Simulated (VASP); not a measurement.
# SiC4 in VASP: notebook

SiC4 is run at these levels: PBE; tasks: single point.

All numbers are computed with VASP 6.6.1; they aren't measurements. Logs are shortened: lines on timing, memory, paths and dates and some standing lists are left out, and cuts for length are marked.

**1. The cell of the first run**

Symmetry: P4mm, No. 99, tetragonal system. The conventional cell has a = 3.541 Å, b = 3.541 Å, c = 5.254 Å, α = 90.00°, β = 90.00°, γ = 90.00°. Within 2.7 Å of Si (site symmetry 4mm) lie 4 C at 2.07 Å. Within 1.9 Å of C (site symmetry m) lie 3 C at 1.44 to 1.48 Å.

**2. Single point, PBE**

Contents of INCAR:

```
SYSTEM = SiC4
ALGO = Normal ; EDIFF = 1E-6
ENCUT = 520 ; GGA = PE
ISIF = 2 ; ISMEAR = 0
LASPH = .True. ; LCHARG = .False.
LREAL = .False. ; LWAVE = .False.
NBANDS = 18 ; NELM = 100
PREC = Accurate ; SIGMA = 0.1
```

Contents of KPOINTS:

```
k-points
0
Gamma
  6 6 4
  0 0 0
```

Contents of POSCAR:

```
SiC4
1.0
    3.5406464684      0.0000000000      0.0000000000
    0.0000000000      3.5406464684      0.0000000000
    0.0000000000      0.0000000000      5.2540425418
Si C
1 4
Direct
    0.0000000000      0.0000000000      0.6186801372
    0.0000000000      0.2963865148      0.9575799657
    0.7036134852      0.0000000000      0.9575799657
    0.0000000000      0.7036134852      0.9575799657
    0.2963865148      0.0000000000      0.9575799657
```

Potentials or basis: VASP PAW PBE potentials, release 64 (Si, C).

The run is started by

```sh
> cat potpaw_PBE.64/Si/POTCAR potpaw_PBE.64/C/POTCAR > POTCAR
> mpirun -np 1 vasp_std > vasp.out
```

OUTCAR:

```text
SYSTEM = SiC4
   EDIFF = 1E-6
   ENCUT = 520
   GGA = PE
   ISIF = 2
   ISMEAR = 0
   LASPH = .True.
   LREAL = .False.
   NELM = 100
   PREC = Accurate

 ion  position               nearest neighbor table
   1  0.000  0.000  0.619-   2 2.07   3 2.07   4 2.07   5 2.07
   2  0.000  0.296  0.958-   4 1.44   3 1.48   5 1.48   1 2.07
   3  0.704  0.000  0.958-   5 1.44   4 1.48   2 1.48   1 2.07
   4  0.000  0.704  0.958-   2 1.44   3 1.48   5 1.48   1 2.07
   5  0.296  0.000  0.958-   3 1.44   2 1.48   4 1.48   1 2.07

  LATTYP: Found a simple tetragonal cell.
 ALAT       =     3.5406464684
 C/A-ratio  =     1.4839218173

  Lattice vectors:

 A1 = (   3.5406464684,   0.0000000000,   0.0000000000)
 A2 = (   0.0000000000,   3.5406464684,   0.0000000000)
 A3 = (   0.0000000000,   0.0000000000,   5.2540425418)

Analysis of symmetry for initial positions (statically):
=====================================================================
 Subroutine PRICEL returns:
 Original cell was already a primitive cell.

 Routine SETGRP: Setting up the symmetry group for a
 simple tetragonal supercell.

 Subroutine GETGRP returns: Found  8 space group operations
 (whereof  8 operations were pure point group operations)
 out of a pool of 16 trial point group operations.

The static configuration has the point symmetry C_4v.

Analysis of symmetry for dynamics (positions and initial velocities):
=====================================================================
 Subroutine PRICEL returns:
 Original cell was already a primitive cell.

 Routine SETGRP: Setting up the symmetry group for a
 simple tetragonal supercell.

 Subroutine GETGRP returns: Found  8 space group operations
 (whereof  8 operations were pure point group operations)
 out of a pool of 16 trial point group operations.

The dynamic configuration has the point symmetry C_4v.

 Subroutine INISYM returns: Found  8 space group operations
 (whereof  8 operations are pure point group operations),
 and found     1 'primitive' translations

----------------------------------------------------------------------------------------

                                     Primitive cell

[... 94 lines left out ...]
   ENCUT  =  520.0 eV  38.22 Ry    6.18 a.u.   6.58  6.58  9.77*2*pi/ulx,y,z
   NELM   =    100;   NELMIN=  2; NELMDL= -5     # of ELM steps
   EDIFF  = 0.1E-05   stopping-criterion for ELM
   LREAL  =      F    real-space projection
   EDIFFG = 0.1E-04   stopping-criterion for IOM
   NSW    =      0    number of steps for IOM
   IBRION =     -1    ionic relax: 0-MD 1-quasi-New 2-CG
   NFREE  =      0    steps in history (QN), initial steepest desc. (CG)
   ISIF   =      2    stress and relaxation
   ISYM   =      2    0-nonsym 1-usesym 2-fastsym
   POTIM  = 0.5000    time-step for ionic-motion
   TEBEG  =    0.0;   TEEND  =   0.0 temperature during run
   PSTRESS=    0.0 pullay stress
   NELECT =      20.0000    total number of electrons
   NUPDOWN=      -1.0000    fix difference up-down
   EMIN   =  10.00;   EMAX   =-10.00  energy-range for DOS
   EFERMI =   0.00;   METHOD = LEGACY
   ISMEAR =     0;   SIGMA  =   0.10  broadening in eV -4-tet -1-fermi 0-gaus
   EFERMI_NEDOS =   21; number of points for ismear=-14 and -15
   IALGO  =     38    algorithm
   IMIX   =      4    mixing-type and parameters
     AMIX     =   0.40;   BMIX     =  1.00
     AMIX_MAG =   1.60;   BMIX_MAG =  1.00
  volume/ion in A,a.u.               =      13.17        88.90
  Fermi-wavevector in a.u.,A,eV,Ry     =   1.100353  2.079365 16.473609  1.210776
  Thomas-Fermi vector in A             =   2.236762
   LORBIT       =      0    0 simple, 1 ext, 2 COOP (PROOUT), +10 PAW based schemes
   GGA     = PE    functional components
   LHFCALC =     F    Hartree Fock is set to
   AEXX    =    0.0000 exact exchange contribution
   IVDW    =     0    specifies the selected vdW correction
   LEPSILON=     F    determine dielectric tensor
   LRPA    =     F    only Hartree local field effects (RPA)
 non-spin polarized calculation
 Gauss-broadening in eV      SIGMA  =   0.10
  energy-cutoff  :      520.00
  volume of cell :       65.87
 maximum number of plane-waves:      1804
 NGX is ok and might be reduce to    28

 number of electron      20.0000002 magnetization

 Free energy of the ion-electron system (eV)
  ---------------------------------------------------
  ext. energy  EPLUGINS =         0.00000000
  ---------------------------------------------------
  free energy    TOTEN  =       -38.08027556 eV

  energy without entropy =      -38.07439935  energy(sigma->0) =      -38.07733746

 E-fermi :   4.4320     XC(G=0):  -8.9992

 val. band max:        4.3865899825   @ k =   0.5000   0.0000   0.5000
 cond. band min:       4.4758091985   @ k =   0.3333   0.0000   0.0000
 fundamental gap:      0.0892192160
 Fermi energy:         4.4320308630

 k-point     1 :       0.0000    0.0000    0.0000
  band No.  band energies     occupation
      1     -16.3204      2.00000
      2      -7.5885      2.00000
      3      -7.3097      2.00000
      4      -6.4693      2.00000
      5      -6.4693      2.00000
      6      -5.7094      2.00000
[... 481 lines left out ...]
      5      -4.9270      2.00000
      6      -2.6412      2.00000
[... 10 lines left out ...]
     17      11.5817      0.00000
     18      13.6095      0.00000

 [... further k-points ...]

------------------------ aborting loop because EDIFF is reached ----------------------------------------

  FORCE on cell =-STRESS in cart. coord.  units (eV):
  Direction    XX          YY          ZZ          XY          YZ          ZX
  --------------------------------------------------------------------------------------
  -------------------------------------------------------------------------------------
  Total        0.1447984      0.1447984      0.0356639      0.0000000     -0.0000000      0.0000000
  in kB        3.5222137      3.5222137      0.8675213      0.0000000     -0.0000000      0.0000000
  external PRESSURE =       2.6373162 kB  Pullay stress =       0.0000000 kB

 VOLUME and BASIS-vectors are now :
 -----------------------------------------------------------------------------
  energy-cutoff  :      520.00
  volume of cell :       65.87
      direct lattice vectors                 reciprocal lattice vectors
     3.540646468  0.000000000  0.000000000     0.282434298  0.000000000  0.000000000
     0.000000000  3.540646468  0.000000000     0.000000000  0.282434298  0.000000000
     0.000000000  0.000000000  5.254042542     0.000000000  0.000000000  0.190329635

 POSITION                                       TOTAL-FORCE (eV/Angst)
 -----------------------------------------------------------------------------------
      0.00000      0.00000      3.25057         0.000000     -0.000000      0.040562
      0.00000      1.04940      5.03117        -0.000000      0.053089     -0.010141
      2.49125      0.00000      5.03117        -0.053089     -0.000000     -0.010141
      0.00000      2.49125      5.03117         0.000000     -0.053089     -0.010141
      1.04940      0.00000      5.03117         0.053089      0.000000     -0.010141
 -----------------------------------------------------------------------------------
    total drift:                                0.000000      0.000000     -0.000103

  FREE ENERGIE OF THE ION-ELECTRON SYSTEM (eV)
  ---------------------------------------------------
  free  energy   TOTEN  =       -38.0802755578 eV

  energy  without entropy=      -38.0743993537  energy(sigma->0) =      -38.07733746
```

It took 15 s on 1 thread of Intel Xeon 6975P-C (Granite Rapids), shared host; peak memory 0.17 GiB.

What came out:

* Free energy: -38.0803 eV
* Pressure: 0.3 GPa
* Largest force: 0.054 eV/Å
* Band gap on the k mesh: zero (band 10 reaches 4.48 eV, above the bottom of band 11 at 4.19 eV)

Forces on the atoms (eV/Å):
```
Si   0.000  0.000  0.041
C    0.000  0.053 -0.010
C   -0.053  0.000 -0.010
C    0.000 -0.053 -0.010
C    0.053  0.000 -0.010
```

Levels at points of the mesh, in eV from the Fermi level:
| k point | band 7 | band 8 | band 9 | band 10 | band 11 | band 12 | band 13 | band 14 |
| --- | --- | --- | --- | --- | --- | --- | --- | --- |
| (0.00, 0.00, 0.00) | -5.59 | -4.36 | -0.32 | -0.32 | -0.11 | 4.56 | 4.56 | 5.08 |
| (0.50, 0.00, 0.00) | -6.22 | -5.09 | -4.35 | -0.43 | 0.15 | 2.97 | 3.66 | 5.28 |
| (0.50, 0.50, 0.00) | -5.42 | -4.32 | -4.32 | -3.03 | 0.67 | 0.67 | 4.10 | 6.08 |
| (0.00, 0.00, 0.50) | -4.36 | -4.24 | -0.54 | -0.54 | -0.24 | 2.03 | 4.95 | 4.95 |
| (0.50, 0.00, 0.50) | -6.26 | -5.39 | -3.11 | -0.05 | 0.82 | 2.54 | 3.71 | 3.82 |
| (0.50, 0.50, 0.50) | -5.53 | -4.47 | -4.47 | -1.81 | 1.74 | 1.74 | 3.43 | 4.17 |

**3. Single point, PBE**

This run uses another cell than the first one: it holds 10 atoms, not 5.

Contents of INCAR:

```
SYSTEM = SiC4
  ALGO = Normal
  EDIFF = 1E-6
  ENCUT = 520
  GGA = PE
  ISIF = 2
  ISMEAR = 0
  LASPH = .TRUE.
  LCHARG = .FALSE.
  LREAL = .FALSE.
  LWAVE = .FALSE.
  NBANDS = 31
  NELM = 60
  PREC = Accurate
  SIGMA = 0.1
```

Contents of KPOINTS:

```
k-points
0
G
  4 4 4
  0 0 0
```

Contents of POSCAR:

```
SiC4
1.0
    3.5109618536      0.0000000000      0.0000000000
    0.0000000000      3.5109618536      0.0000000000
    0.0000000000      0.0000000000     10.1191090057
Si C
2 8
Direct
    0.0000000000      0.0000000000      0.2968790630
    0.0000000000      0.0000000000      0.7968790630
   -0.0000799034      0.2980551293     -0.0180947658
    0.7019448707     -0.0000799034     -0.0180947658
    1.0000799034      0.7019448707     -0.0180947658
    0.2980551293      1.0000799034     -0.0180947658
    1.0000799034      0.2980551293      0.4819052342
    0.2980551293     -0.0000799034      0.4819052342
   -0.0000799034      0.7019448707      0.4819052342
    0.7019448707      1.0000799034      0.4819052342
```

Potentials or basis: VASP PAW PBE potentials, release 64 (Si, C).

The run is started by

```sh
> cat potpaw_PBE.64/Si/POTCAR potpaw_PBE.64/C/POTCAR > POTCAR
> mpirun -np 1 vasp_std > vasp.out
```

Wall time 35 s (1 thread of Intel Xeon 6975P-C (Granite Rapids), shared host); peak memory 0.23 GiB.

The run converged. Its results:

```yaml
Free_energy: -75.9220 eV
Pressure: 0.2 GPa
Largest_force: 0.048 eV/Å
Band_gap_on_the_k_mesh: zero (band 20 reaches 5.11 eV, above the bottom of band 21 at 4.45 eV)
```

Forces in eV/Å, atoms in the order of the input:
```
Si   0.000  0.000  0.008
Si   0.000  0.000  0.008
C    0.010  0.047 -0.002
C   -0.047  0.010 -0.002
C   -0.010 -0.047 -0.002
C    0.047 -0.010 -0.002
C   -0.010  0.047 -0.002
C    0.047  0.010 -0.002
C    0.010 -0.047 -0.002
C   -0.047 -0.010 -0.002
```

Stress tensor (GPa, compression positive):
```
0.26 0.00 0.00
0.00 0.26 0.00
0.00 0.00 0.00
```

Levels at points of the mesh, in eV from the Fermi level:
```csv
k point,band 17,band 18,band 19,band 20,band 21,band 22,band 23,band 24
"(0.00, 0.00, 0.00)",-0.46,-0.46,-0.37,-0.18,-0.08,-0.08,1.55,4.15
"(0.50, 0.00, 0.00)",-4.88,-3.13,-0.95,0.05,0.38,0.65,2.25,2.99
"(0.50, 0.50, 0.00)",-4.46,-4.46,-3.50,-1.69,0.17,0.17,1.54,1.54
"(0.00, 0.00, 0.50)",-0.28,-0.28,-0.28,-0.28,-0.28,-0.28,3.18,3.18
"(0.50, 0.00, 0.50)",-4.06,-4.06,-0.20,-0.20,0.21,0.21,2.76,2.76
"(0.50, 0.50, 0.50)",-4.59,-4.59,-2.66,-2.66,0.81,0.81,0.81,0.81
```

Caveat: the k points lie up to 0.45 Å⁻¹ apart.

**4. Single point, PBE**

This run uses another cell than the first one, of 14.15 Å³/atom, 1.074 times its volume.

Contents of INCAR:

```
SYSTEM = SiC4
ALGO = Normal
EDIFF = 1E-7
ENCUT = 520
GGA = PE
ISIF = 2
ISMEAR = 0
LASPH = .True.
LCHARG = .False.
LREAL = .False.
LWAVE = .False.
NBANDS = 18
NELM = 80
PREC = Accurate
SIGMA = 0.1
```

Contents of KPOINTS:

```
k-points
0
Gamma
  10 10 8
  0 0 0
```

Contents of POSCAR:

```
SiC4
1.0
    3.5469597539      0.0000000000      0.0000000000
    0.0000000000      3.5469597539      0.0000000000
    0.0000000000      0.0000000000      5.6238180921
Si C
1 4
Direct
    0.0000000000      0.0000000000      0.6389075630
    0.0000000000      0.2959858796      0.9525231092
    0.7040141204      0.0000000000      0.9525231092
    0.0000000000      0.7040141204      0.9525231092
    0.2959858796      0.0000000000      0.9525231092
```

The run is started by

```sh
> cat potpaw_PBE.64/Si/POTCAR potpaw_PBE.64/C/POTCAR > POTCAR
> mpirun -np 1 vasp_std > vasp.out
```

It took 56 s on 1 thread of Intel Xeon 6975P-C (Granite Rapids), shared host; peak memory 0.23 GiB.

It converged, with:

```
Free energy            : -38.1103 eV
Pressure               : 0.2 GPa
Largest force          : 0.054 eV/Å
Band gap on the k mesh : zero (band 10 reaches 3.90 eV, above the bottom of band 11 at 3.69 eV)
```

Forces in eV/Å, atoms in the order of the input:
```
Si   0.000  0.000  0.003
C    0.000  0.054 -0.001
C   -0.054  0.000 -0.001
C    0.000 -0.054 -0.001
C    0.054  0.000 -0.001
```

Stress tensor (GPa, compression positive):
```
 0.28  0.00  0.00
 0.00  0.28  0.00
 0.00  0.00 -0.03
```

Levels at points of the mesh, in eV from the Fermi level:
```csv
k point,band 8,band 9,band 10,band 11,band 12,band 13
"(0.00, 0.00, 0.00)",-4.37,-0.41,-0.41,-0.12,4.75,4.75
"(0.50, 0.00, 0.00)",-5.12,-4.09,-0.21,0.06,2.92,3.68
"(0.50, 0.50, 0.00)",-4.33,-4.33,-2.76,0.90,0.90,4.03
"(0.00, 0.00, 0.50)",-4.37,-0.52,-0.52,-0.19,1.96,4.95
"(0.50, 0.00, 0.50)",-5.29,-3.36,-0.03,0.63,2.59,3.70
"(0.50, 0.50, 0.50)",-4.40,-4.40,-2.08,1.57,1.57,3.56
```

**5. Overview**

```tsv
cell	k mesh	gap on the mesh (eV)	pressure (GPa)	largest force (eV/Å)
a = 3.541, b = 3.541, c = 5.254 Å, 5 atoms	6 × 6 × 4	none	0.3	0.05
a = 3.511, b = 3.511, c = 10.119 Å, 10 atoms	4 × 4 × 4	none	0.2	0.05
a = 3.547, b = 3.547, c = 5.624 Å, 5 atoms	10 × 10 × 8	none	0.2	0.05
```

Alike in all rows: task single point; level PBE; potentials or basis VASP PAW PBE potentials, release 64 (Si, C); no spin polarisation; cutoff (eV) 520; smearing gaussian 0.1 eV.

Caveats: some runs use coarse meshes.

Absolute energies hang on the potentials; compare differences alone.
